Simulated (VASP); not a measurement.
Write the native input for VASP 6.6.1 that does the following.

```
Task                   : single point
Functional             : r2SCAN
Potentials or basis    : VASP PAW PBE potentials, release 64 (Sc_sv, Al)
Cutoff                 : 520 eV
k mesh                 : 12 × 12 × 8
Occupations            : gaussian, width 0.15 eV
Spin                   : no spin polarisation
Dipole correction      : no
Further INCAR settings : ALGO = Normal; EDIFF = 1e-06; NBANDS = 34
```

The system is Sc2Al.

```
Sc Al
1.0
     4.49699    0.00000    0.00000
    -2.24849    3.89450    0.00000
     0.00000    0.00000    6.16332
Sc Al
4 2
Direct
  0.00000 0.00000 0.00000
  0.00000 0.00000 0.50000
  0.33333 0.66667 0.75000
  0.66667 0.33333 0.25000
  0.33333 0.66667 0.25000
  0.66667 0.33333 0.75000
```

This cell differs from its parent crystal: strain -0.080 along x and y, +0.000 along z.

One way to write it, as run:

POSCAR

```
Sc2Al
1.0
    4.4969862416      0.0000000000      0.0000000000
   -2.2484931208      3.8945043257      0.0000000000
    0.0000000000      0.0000000000      6.1633237592
Sc Al
4 2
Direct
    0.0000000000      0.0000000000      0.0000000000
    0.0000000000      0.0000000000      0.5000000000
    0.3333333333      0.6666666667      0.7500000000
    0.6666666667      0.3333333333      0.2500000000
    0.3333333333      0.6666666667      0.2500000000
    0.6666666667      0.3333333333      0.7500000000
```

INCAR.step1

```
PREC = Accurate
ENCUT = 520
ISMEAR = 0
SIGMA = 0.15
LREAL = F
LASPH = T
NELM = 80
NBANDS = 34
GGA = PE
ALGO = Normal
EDIFF = 1E-4
LWAVE = T
LCHARG = F
```

INCAR.step2

```
PREC = Accurate
ENCUT = 520
EDIFF = 1E-6
ISMEAR = 0
SIGMA = 0.15
LREAL = F
LASPH = T
NELM = 80
ALGO = Normal
ISIF = 2
LWAVE = F
LCHARG = T
METAGGA = R2SCAN
LMIXTAU = T
LELF = T
LVHAR = T
NBANDS = 34
ISTART = 1
```

KPOINTS

```
regular mesh
0
Gamma
  12 12 8
```

Potentials or basis: VASP PAW PBE potentials, release 64 (Sc_sv, Al).

Command:

```console
$ cat potpaw_PBE.64/Sc_sv/POTCAR potpaw_PBE.64/Al/POTCAR > POTCAR
$ cp INCAR.step1 INCAR
$ mpirun -np 1 vasp_std > vasp.out
$ cp INCAR.step2 INCAR
$ mpirun -np 1 vasp_std > vasp.out
```

Results of the run:

```yaml
Pressure: 18.2 GPa
Band_gap_on_the_k_mesh: zero (bands 25 and 26 overlap by 0.99 eV)
```

Caveat: the cell differs from its parent crystal (strain -0.080 along x and y, +0.000 along z); the stress differs along the axes, from 7 to 24 GPa; the PAW data sets were made with another functional, which shifts forces and pressure a little.

Run time: 24 min on 1 thread of Intel Xeon 8259CL, on a shared host, peak memory 0.44 GiB.
